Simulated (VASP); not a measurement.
Mg3Sn2N2, 7 atoms in the cell. It takes space group P4mm (No. 99, tetragonal). Conventional cell: a = 4.566 Å, b = 4.566 Å, c = 7.062 Å, α = 90.00°, β = 90.00°, γ = 90.00°. Within 3.0 Å of Mg (site symmetry 4mm) lie 4 N at 2.28 Å and 4 Mg at 2.99 Å. Within 2.6 Å of Mg (site symmetry 2mm) lie 1 N at 1.97 Å. Within 2.7 Å of Sn (site symmetry 2mm) lie 1 N at 2.05 Å. N (site symmetry 2mm) has 3 Mg at 1.97 to 2.28 Å and 1 Sn at 2.05 Å within 2.6 Å. 

```yaml
Program: VASP 6.6.1
Task: single point
Functional: PBE
Potentials_or_basis: VASP PAW PBE potentials, release 64 (Mg, Sn_d, N)
Cutoff: 520 eV
k_mesh: 3 × 3 × 3
Occupations: gaussian, width 0.2 eV
Spin: no spin polarisation
Dipole_correction: no
Further_INCAR_settings: ALGO = Normal; EDIFF = 1e-06; NBANDS = 31
```

Potentials or basis: VASP PAW PBE potentials, release 64 (Mg, Sn_d, N).

Launch:

```console
$ cat potpaw_PBE.64/Mg/POTCAR potpaw_PBE.64/Sn_d/POTCAR potpaw_PBE.64/N/POTCAR > POTCAR
$ mpirun -np 1 vasp_std > vasp.out
```

Hardware: 1 thread of Intel(R) Xeon(R) 6975P-C (Granite Rapids), with other jobs on the host.

**Question.** How long does it take, and how much memory?

**Answer.** Wall time 21 s on 1 thread of Intel(R) Xeon(R) 6975P-C (Granite Rapids), with other jobs on the host, peak memory 0.25 GiB. Counts: scf iterations 18, k points 6.
